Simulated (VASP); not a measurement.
# GaN in VASP: notebook

Runs on GaN. Level: PBEsol. Tasks: single point.

Program: VASP 6.6.1. These are calculated values, not measurements. Logs are shortened: lines on timing, memory, paths and dates and some standing lists are left out, and cuts for length are marked.

### Step 1. The cell of the first run

It takes space group Fm-3m (No. 225, cubic). The conventional cell has a = 4.011 Å, b = 4.011 Å, c = 4.011 Å, α = 90.00°, β = 90.00°, γ = 90.00°. Within 2.7 Å of Ga (site symmetry m-3m) lie 6 N at 2.01 Å. Within 2.7 Å of N (site symmetry m-3m) lie 6 Ga at 2.01 Å.

### Step 2. Single point, PBEsol (volume scaled by 1.02)

Contents of INCAR:

```
SYSTEM = GaN
PREC     = Accurate       ! precision mode
ENCUT    = 520            ! plane-wave cutoff, eV
EDIFF    = 1E-6           ! SCF threshold, eV
ISMEAR   = -1             ! smearing method
SIGMA    = 0.02           ! smearing width, eV
LREAL    = .FALSE.        ! projectors in reciprocal space
LASPH    = .TRUE.         ! aspherical terms in the spheres
NELM     = 100            ! most SCF steps
ALGO     = Normal         ! electronic algorithm
ISIF     = 2              ! what is computed and relaxed
LWAVE    = .FALSE.        ! write WAVECAR
LCHARG   = .FALSE.        ! write CHGCAR
GGA      = PS             ! functional
NBANDS   = 16             ! bands
```

Contents of KPOINTS:

```
regular mesh
0
G
  10 10 10
  0 0 0
```

Contents of POSCAR:

```
GaN
1.0
    0.0000000000      2.0056957488      2.0056957488
    2.0056957488      0.0000000000      2.0056957488
    2.0056957488      2.0056957488      0.0000000000
Ga N
1 1
Direct
    0.5000000000      0.5000000000      0.5000000000
    0.0000000000      0.0000000000      0.0000000000
```

Potentials or basis: VASP PAW PBE potentials, release 64 (Ga_d, N).

Command:

```
> cat potpaw_PBE.64/Ga_d/POTCAR potpaw_PBE.64/N/POTCAR > POTCAR
> mpirun -np 1 vasp_std > vasp.out
```

OUTCAR:

```text
SYSTEM = GaN
   PREC = Accurate
   ENCUT = 520
   EDIFF = 1E-6
   ISMEAR = -1
   LREAL = .FALSE.
   LASPH = .TRUE.
   NELM = 100
   ISIF = 2
   GGA = PS

 ion  position               nearest neighbor table
   1  0.500  0.500  0.500-   2 2.01   2 2.01   2 2.01   2 2.01   2 2.01   2 2.01
   2  0.000  0.000  0.000-   1 2.01   1 2.01   1 2.01   1 2.01   1 2.01   1 2.01

  LATTYP: Found a face centered cubic cell.
 ALAT       =     4.0113914976

  Lattice vectors:

 A1 = (   0.0000000000,   2.0056957488,   2.0056957488)
 A2 = (   2.0056957488,   0.0000000000,   2.0056957488)
 A3 = (   2.0056957488,   2.0056957488,   0.0000000000)

Analysis of symmetry for initial positions (statically):
=====================================================================
 Subroutine PRICEL returns:
 Original cell was already a primitive cell.

 Routine SETGRP: Setting up the symmetry group for a
 face centered cubic supercell.

 Subroutine GETGRP returns: Found 48 space group operations
 (whereof 48 operations were pure point group operations)
 out of a pool of 48 trial point group operations.

The static configuration has the point symmetry O_h .

Analysis of symmetry for dynamics (positions and initial velocities):
=====================================================================
 Subroutine PRICEL returns:
 Original cell was already a primitive cell.

 Routine SETGRP: Setting up the symmetry group for a
 face centered cubic supercell.

 Subroutine GETGRP returns: Found 48 space group operations
 (whereof 48 operations were pure point group operations)
 out of a pool of 48 trial point group operations.

The dynamic configuration has the point symmetry O_h .

 Subroutine INISYM returns: Found 48 space group operations
 (whereof 48 operations are pure point group operations),
 and found     1 'primitive' translations

----------------------------------------------------------------------------------------

                                     Primitive cell

  volume of cell :      16.1371

  direct lattice vectors                    reciprocal lattice vectors
     0.000000000  2.005695749  2.005695749    -0.249290053  0.249290053  0.249290053
     2.005695749  0.000000000  2.005695749     0.249290053 -0.249290053  0.249290053
     2.005695749  2.005695749  0.000000000     0.249290053  0.249290053 -0.249290053

  length of vectors
     2.836482130  2.836482130  2.836482130     0.431783038  0.431783038  0.431783038

  position of ions in fractional coordinates (direct lattice)
     0.500000000  0.500000000  0.500000000
     0.000000000  0.000000000  0.000000000

  ion indices of the primitive-cell ions
   primitive index   ion index
                 1           1
                 2           2

----------------------------------------------------------------------------------------

 KPOINTS: regular mesh

Automatic generation of k-mesh.
 Grid dimensions read from file:
 generate k-points for:   10   10   10

 Generating k-lattice:

  Cartesian coordinates                     Fractional coordinates (reciprocal lattice)
    -0.024929005  0.024929005  0.024929005     0.100000000  0.000000000  0.000000000
     0.024929005 -0.024929005  0.024929005     0.000000000  0.100000000  0.000000000
     0.024929005  0.024929005 -0.024929005     0.000000000  0.000000000  0.100000000

  Length of vectors
     0.043178304  0.043178304  0.043178304

  Shift w.r.t. Gamma in fractional coordinates (k-lattice)
     0.000000000  0.000000000  0.000000000

 Subroutine IBZKPT returns following result:
 ===========================================

 Found     47 irreducible k-points:

 Following reciprocal coordinates:
            Coordinates               Weight
  0.000000  0.000000  0.000000      1.000000
  0.100000  0.000000  0.000000      8.000000
  0.200000  0.000000  0.000000      8.000000
  0.300000  0.000000  0.000000      8.000000
  0.400000  0.000000  0.000000      8.000000
  0.500000  0.000000  0.000000      4.000000
[... 16 lines left out ...]
  0.300000  0.300000  0.000000      6.000000
  0.400000  0.300000  0.000000     24.000000
 [... further k-points ...]
   k-points           NKPTS =     47   k-points in BZ     NKDIM =     47   number of bands    NBANDS=     16
   number of dos      NEDOS =    301   number of ions     NIONS =      2
   total plane-waves  NPLWV =  13824
   dimension x,y,z NGX =    24 NGY =   24 NGZ =   24
   dimension x,y,z NGXF=    48 NGYF=   48 NGZF=   48
   ions per type =               1   1
   NGX,Y,Z   is equivalent  to a cutoff of  14.07, 14.07, 14.07 a.u.
   NGXF,Y,Z  is equivalent  to a cutoff of  28.13, 28.13, 28.13 a.u.
 SYSTEM =  GaN
   PREC   = accura    normal or accurate (medium, high low for compatibility)
   ISTART =      0    job   : 0-new  1-cont  2-samecut
   ICHARG =      2    charge: 1-file 2-atom 10-const
   ISPIN  =      1    spin polarized calculation?
   LNONCOLLINEAR =      F non collinear calculations
   LSORBIT =      F    spin-orbit coupling
   LASPH  =      T    aspherical Exc in radial PAW
   ENCUT  =  520.0 eV  38.22 Ry    6.18 a.u.   5.27  5.27  5.27*2*pi/ulx,y,z
   NELM   =    100;   NELMIN=  2; NELMDL= -5     # of ELM steps
   EDIFF  = 0.1E-05   stopping-criterion for ELM
   LREAL  =      F    real-space projection
   EDIFFG = 0.1E-04   stopping-criterion for IOM
   NSW    =      0    number of steps for IOM
   IBRION =     -1    ionic relax: 0-MD 1-quasi-New 2-CG
   NFREE  =      0    steps in history (QN), initial steepest desc. (CG)
   ISIF   =      2    stress and relaxation
   ISYM   =      2    0-nonsym 1-usesym 2-fastsym
   POTIM  = 0.5000    time-step for ionic-motion
   TEBEG  =    0.0;   TEEND  =   0.0 temperature during run
   PSTRESS=    0.0 pullay stress
   NELECT =      18.0000    total number of electrons
   NUPDOWN=      -1.0000    fix difference up-down
   EMIN   =  10.00;   EMAX   =-10.00  energy-range for DOS
   EFERMI =   0.00;   METHOD = LEGACY
   ISMEAR =    -1;   SIGMA  =   0.02  broadening in eV -4-tet -1-fermi 0-gaus
   EFERMI_NEDOS =   21; number of points for ismear=-14 and -15
   IALGO  =     38    algorithm
   IMIX   =      4    mixing-type and parameters
     AMIX     =   0.40;   BMIX     =  1.00
     AMIX_MAG =   1.60;   BMIX_MAG =  1.00
  volume/ion in A,a.u.               =       8.07        54.45
  Fermi-wavevector in a.u.,A,eV,Ry     =   1.697816  3.208407 39.219869  2.882579
  Thomas-Fermi vector in A             =   2.778428
   LORBIT       =      0    0 simple, 1 ext, 2 COOP (PROOUT), +10 PAW based schemes
   GGA     = PS    functional components
   LHFCALC =     F    Hartree Fock is set to
   AEXX    =    0.0000 exact exchange contribution
   IVDW    =     0    specifies the selected vdW correction
   LEPSILON=     F    determine dielectric tensor
   LRPA    =     F    only Hartree local field effects (RPA)
 non-spin polarized calculation
  energy-cutoff  :      520.00
  volume of cell :       16.14
 maximum number of plane-waves:       444
 NGX is ok and might be reduce to    24
   NGX = 11   NGY = 11   NGZ = 11

 number of electron      18.0000001 magnetization

 Free energy of the ion-electron system (eV)
  ---------------------------------------------------
  ext. energy  EPLUGINS =         0.00000000
  ---------------------------------------------------
  free energy    TOTEN  =       -11.89041133 eV

  energy without entropy =      -11.89041133  energy(sigma->0) =      -11.89041133

 E-fermi :  10.3914     XC(G=0): -14.2072

 val. band max:        9.8777912089   @ k =  -0.2000   0.2000   0.0000
 cond. band min:      11.4619909819   @ k =   0.5000   0.5000   0.0000
 fundamental gap:      1.5841997730
 Fermi energy:        10.3913683244

 k-point     1 :       0.0000    0.0000    0.0000
  band No.  band energies     occupation
      1      -9.1437      2.00000
      2      -4.0516      2.00000
      3      -4.0516      2.00000
      4      -4.0516      2.00000
      5      -3.9054      2.00000
      6      -3.9054      2.00000
[... 8 lines left out ...]
     15      27.9984      0.00000
     16      27.9984      0.00000

 k-point     2 :       0.1000    0.0000    0.0000
  band No.  band energies     occupation
      1      -8.9151      2.00000
      2      -4.0686      2.00000
      3      -4.0383      2.00000
      4      -4.0383      2.00000
      5      -3.9279      2.00000
      6      -3.9279      2.00000
[... 8 lines left out ...]
     15      27.4540      0.00000
     16      27.4540      0.00000

 k-point     3 :       0.2000    0.0000    0.0000
  band No.  band energies     occupation
      1      -8.2477      2.00000
      2      -4.1168      2.00000
      3      -4.0870      2.00000
      4      -4.0870      2.00000
      5      -3.9013      2.00000
      6      -3.9013      2.00000
[... 8 lines left out ...]
     15      28.2417      0.00000
     16      28.2417      0.00000

 k-point     4 :       0.3000    0.0000    0.0000
  band No.  band energies     occupation
      1      -7.2141      2.00000
      2      -4.2020      2.00000
      3      -4.2020      2.00000
      4      -4.1960      2.00000
      5      -3.8097      2.00000
      6      -3.8097      2.00000
[... 8 lines left out ...]
     15      30.1921      0.00000
     16      30.1921      0.00000

 k-point     5 :       0.4000    0.0000    0.0000
  band No.  band energies     occupation
      1      -6.0097      2.00000
      2      -4.3406      2.00000
      3      -4.2983      2.00000
      4      -4.2983      2.00000
      5      -3.7292      2.00000
      6      -3.7292      2.00000
[... 8 lines left out ...]
     15      32.8474      0.00000
     16      32.8474      0.00000

 k-point     6 :       0.5000    0.0000    0.0000
  band No.  band energies     occupation
      1      -5.2477      2.00000
      2      -4.5588      2.00000
      3      -4.3350      2.00000
      4      -4.3350      2.00000
      5      -3.6978      2.00000
      6      -3.6978      2.00000
[... 8 lines left out ...]
     15      35.2698      0.00000
     16      35.2698      0.00000

 k-point     7 :       0.1000    0.1000    0.0000
  band No.  band energies     occupation
      1      -8.8428      2.00000
      2      -4.0807      2.00000
      3      -4.0213      2.00000
      4      -4.0213      2.00000
      5      -3.9918      2.00000
      6      -3.8892      2.00000
[... 8 lines left out ...]
     15      29.6791      0.00000
     16      29.8903      0.00000

 k-point     8 :       0.2000    0.1000    0.0000
  band No.  band energies     occupation
      1      -8.3357      2.00000
      2      -4.1185      2.00000
      3      -4.0990      2.00000
      4      -4.0161      2.00000
      5      -3.9522      2.00000
      6      -3.8637      2.00000
[... 8 lines left out ...]
     15      29.6321      0.00000
     16      30.5464      0.00000

 k-point     9 :       0.3000    0.1000    0.0000
  band No.  band energies     occupation
      1      -7.4573      2.00000
      2      -4.2334      2.00000
      3      -4.1449      2.00000
      4      -4.0970      2.00000
      5      -3.8400      2.00000
      6      -3.7868      2.00000
[... 8 lines left out ...]
     15      29.8322      0.00000
     16      31.7763      0.00000
[... 172 lines left out ...]
 k-point    19 :       0.5000    0.2000    0.0000
  band No.  band energies     occupation
      1      -6.0623      2.00000
      2      -4.3149      2.00000
      3      -4.1390      2.00000
      4      -4.0161      2.00000
      5      -3.6769      2.00000
      6      -2.9219      2.00000
[... 8 lines left out ...]
     15      33.7114      0.00000
     16      35.4573      0.00000

 k-point    20 :      -0.4000    0.2000    0.0000
  band No.  band energies     occupation
      1      -5.8671      2.00000
      2      -4.3537      2.00000
      3      -4.2079      2.00000
      4      -4.0286      2.00000
      5      -3.7181      2.00000
      6      -2.8156      2.00000
[... 8 lines left out ...]
     15      32.4104      0.00000
     16      32.9321      0.00000

 k-point    21 :      -0.3000    0.2000    0.0000
  band No.  band energies     occupation
      1      -6.2093      2.00000
      2      -4.3375      2.00000
      3      -4.2252      2.00000
      4      -4.1079      2.00000
      5      -3.8004      2.00000
      6      -3.2672      2.00000
[... 8 lines left out ...]
     15      31.6350      0.00000
     16      32.9134      0.00000

 k-point    22 :      -0.2000    0.2000    0.0000
  band No.  band energies     occupation
      1      -6.9968      2.00000
      2      -4.2521      2.00000
      3      -4.1937      2.00000
      4      -4.1444      2.00000
      5      -3.8841      2.00000
      6      -3.5787      2.00000
[... 8 lines left out ...]
     15      30.8203      0.00000
     16      32.8095      0.00000

 k-point    23 :       0.3000    0.3000    0.0000
  band No.  band energies     occupation
      1      -7.1181      2.00000
      2      -4.2516      2.00000
      3      -3.7984      2.00000
      4      -3.7984      2.00000
      5      -3.7944      2.00000
      6      -3.7661      2.00000
[... 8 lines left out ...]
     15      35.8457      0.00000
     16      38.2462      0.00000

 k-point    24 :       0.4000    0.3000    0.0000
  band No.  band energies     occupation
      1      -6.7502      2.00000
      2      -4.2812      2.00000
      3      -3.8562      2.00000
      4      -3.8133      2.00000
      5      -3.6897      2.00000
      6      -3.0787      2.00000
[... 8 lines left out ...]
     15      36.7620      0.00000
     16      38.6500      0.00000

 [... further k-points ...]
[... 5 lines left out ...]
  --------------------------------------------------------------------------------------
  -------------------------------------------------------------------------------------
  Total        5.0693319      5.0693319      5.0693319      0.0000000      0.0000000     -0.0000000
  in kB      503.3106839    503.3106839    503.3106839      0.0000000      0.0000000     -0.0000000
  external PRESSURE =     503.3106839 kB  Pullay stress =       0.0000000 kB

 VOLUME and BASIS-vectors are now :
 -----------------------------------------------------------------------------
  energy-cutoff  :      520.00
  volume of cell :       16.14
      direct lattice vectors                 reciprocal lattice vectors
     0.000000000  2.005695749  2.005695749    -0.249290053  0.249290053  0.249290053
     2.005695749  0.000000000  2.005695749     0.249290053 -0.249290053  0.249290053
     2.005695749  2.005695749  0.000000000     0.249290053  0.249290053 -0.249290053

 POSITION                                       TOTAL-FORCE (eV/Angst)
 -----------------------------------------------------------------------------------
      2.00570      2.00570      2.00570        -0.000000     -0.000000     -0.000000
      0.00000      0.00000      0.00000         0.000000      0.000000      0.000000
 -----------------------------------------------------------------------------------
    total drift:                                0.000000     -0.000000      0.000000

  FREE ENERGIE OF THE ION-ELECTRON SYSTEM (eV)
  ---------------------------------------------------
  free  energy   TOTEN  =       -11.8904113308 eV

  energy  without entropy=      -11.8904113308  energy(sigma->0) =      -11.89041133
```

It took 8.7 s on 1 thread of Intel Xeon Platinum 8488C (Sapphire Rapids), shared host; peak memory 0.14 GiB.

Results:

| Item | Value |
| --- | --- |
| Free energy | -11.8904 eV |
| Pressure | 50.3 GPa |
| Band gap on the k mesh | 1.58 eV, indirect (least direct gap 4.92 eV) |

Caveat: the PAW data sets were made with another functional, which shifts forces and pressure a little. A k mesh can miss the band edges.

### Step 3. Single point, PBEsol (volume scaled by 1.06)

Contents of INCAR:

```
SYSTEM = GaN
PREC = Accurate
ENCUT = 520
EDIFF = 1E-6
ISMEAR = -1
SIGMA = 0.02
LREAL = .False.
LASPH = .True.
NELM = 80
ALGO = Normal
ISIF = 2
LWAVE = .False.
LCHARG = .False.
GGA = PS
NBANDS = 16
```

Contents of KPOINTS:

```
regular mesh
0
Gamma
  10 10 10
  0 0 0
```

Contents of POSCAR:

```
GaN
1.0
    0.0000000000      2.0315785487      2.0315785487
    2.0315785487      0.0000000000      2.0315785487
    2.0315785487      2.0315785487      0.0000000000
Ga N
1 1
Direct
    0.5000000000      0.5000000000      0.5000000000
    0.0000000000      0.0000000000      0.0000000000
```

Potentials or basis: VASP PAW PBE potentials, release 64 (Ga_d, N).

Command:

```
> cat potpaw_PBE.64/Ga_d/POTCAR potpaw_PBE.64/N/POTCAR > POTCAR
> mpirun -np 1 vasp_std > vasp.out
```

Wall time 11 s (1 thread of Intel Xeon Platinum 8488C (Sapphire Rapids), shared host); peak memory 0.14 GiB.

The run converged. Its results:

| Property | Result |
| --- | --- |
| Free energy | -12.0582 eV |
| Pressure | 34.6 GPa |
| Band gap on the k mesh | 1.31 eV, indirect (least direct gap 4.35 eV) |

Levels at points of the mesh, in eV from the valence-band top:
```
           k point  band 5  band 6  band 7  band 8  band 9  band 10  band 11  band 12  band 13  band 14
(0.00, 0.00, 0.00)  -13.78  -13.78   -0.65   -0.65   -0.65     3.70    15.34    15.34    15.34    16.30
(0.50, 0.00, 0.00)  -13.59  -13.59   -8.91   -0.14   -0.14     5.13     9.69     9.69    11.04    17.40
(0.50, 0.50, 0.00)  -13.51  -10.59   -8.16   -3.54   -3.54     1.31     7.84    13.09    16.03    16.03
```

Caveat: the PAW data sets were made with another functional, which shifts forces and pressure a little.

[end of part 1 of 2]
